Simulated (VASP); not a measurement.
Set up this calculation in VASP 6.6.1, as the native input.

* Task: single point
* Functional: RPBE
* Potentials or basis: VASP PAW PBE potentials, release 64 (Ti_sv, O)
* Cutoff: 520 eV
* k mesh: 8 × 8 × 8
* Occupations: fermi-dirac, width 0.05 eV
* Spin: no spin polarisation
* Dipole correction: no
* Further INCAR settings: ALGO = Normal; EDIFF = 1e-06; NBANDS = 60

The structure of TiO2 lies in POSCAR:

```
TiO2
1.0
   -4.4789584293      4.4789584293      1.8767719874
    4.4789584293     -4.4789584293      1.8767719874
    4.4789584293      4.4789584293     -1.8767719874
Ti O
4 8
Direct
    0.2870794725      0.9866004424      0.2736799149
    0.0133995576      0.2870794725      0.3004790301
    0.9866004424      0.7129205275      0.6995209699
    0.7129205275      0.0133995576      0.7263200851
    0.4868604962      0.8461666062      0.3330271024
    0.1589800113      0.1546643293      0.3136443407
    0.1538333938      0.4868604962      0.6406938901
    0.1546643293      0.8410199887      0.9956843180
    0.8453356707      0.1589800113      0.0043156820
    0.8461666062      0.5131395038      0.3593061099
    0.8410199887      0.8453356707      0.6863556593
    0.5131395038      0.1538333938      0.6669728976
```

One way to write it, as run:

INCAR

```
  ALGO = Normal
  EDIFF = 1E-6
  ENCUT = 520
  GGA = RP
  ISIF = 2
  ISMEAR = -1
  LASPH = True
  LCHARG = False
  LREAL = False
  LWAVE = False
  NBANDS = 60
  NELM = 100
  PREC = Accurate
  SIGMA = 0.05
```

KPOINTS

```
k-points
0
Gamma
  8 8 8
```

Potentials or basis: VASP PAW PBE potentials, release 64 (Ti_sv, O).

Run with:

```sh
$ cat potpaw_PBE.64/Ti_sv/POTCAR potpaw_PBE.64/O/POTCAR > POTCAR
$ mpirun -np 1 vasp_std > vasp.out
```

It gave:

```yaml
Pressure: 0.5 GPa
Largest_force: 0.067 eV/Å
Band_gap_on_the_k_mesh: 2.32 eV (least direct gap 2.82 eV)
```

Caveat: the PAW data sets were made with another functional, which shifts forces and pressure a little.

Wall time 14 min on 1 thread of Intel(R) Xeon(R) Platinum 8488C (Sapphire Rapids), with other jobs on the host, peak memory 0.67 GiB.
